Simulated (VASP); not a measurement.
Runs of VASP 6.6.1 on BAs. It takes space group F-43m (No. 216, cubic). The conventional cell has a = 4.809 Å, b = 4.809 Å, c = 4.809 Å, α = 90.00°, β = 90.00°, γ = 90.00°. B (site symmetry -43m) has 4 As at 2.08 Å within 2.8 Å. As (site symmetry -43m) has 4 B at 2.08 Å within 2.8 Å. 

| task | level | cell | k mesh | cutoff (eV) | smearing | gap on the mesh (eV) | pressure (GPa) |
| --- | --- | --- | --- | --- | --- | --- | --- |
| single point | r2SCAN | as given | 10 × 10 × 10 | 550 | gaussian 0.02 eV | 1.39 | -2.0 |
| single point | PBE | as given | 10 × 10 × 10 | 500 | gaussian 0.02 eV | 1.20 | 0.6 |
| single point | PBE | as given | 12 × 12 × 12 | 500 | gaussian 0.01 eV | 1.20 | 0.6 |
| relaxation of cell and atoms | PBE | relaxed | 12 × 12 × 12 | 500 | gaussian 0.01 eV | (a) | 0.0 |

Alike in all rows: potentials or basis VASP PAW PBE potentials, release 64 (B, As); no spin polarisation.

Question: Fill in the values left out.

Answer: (a) 1.21.

Caveats: the PAW data sets were made with another functional, which shifts forces and pressure a little (at least some runs).

A k mesh can miss the band edges, and the runs leave out spin-orbit coupling on As.
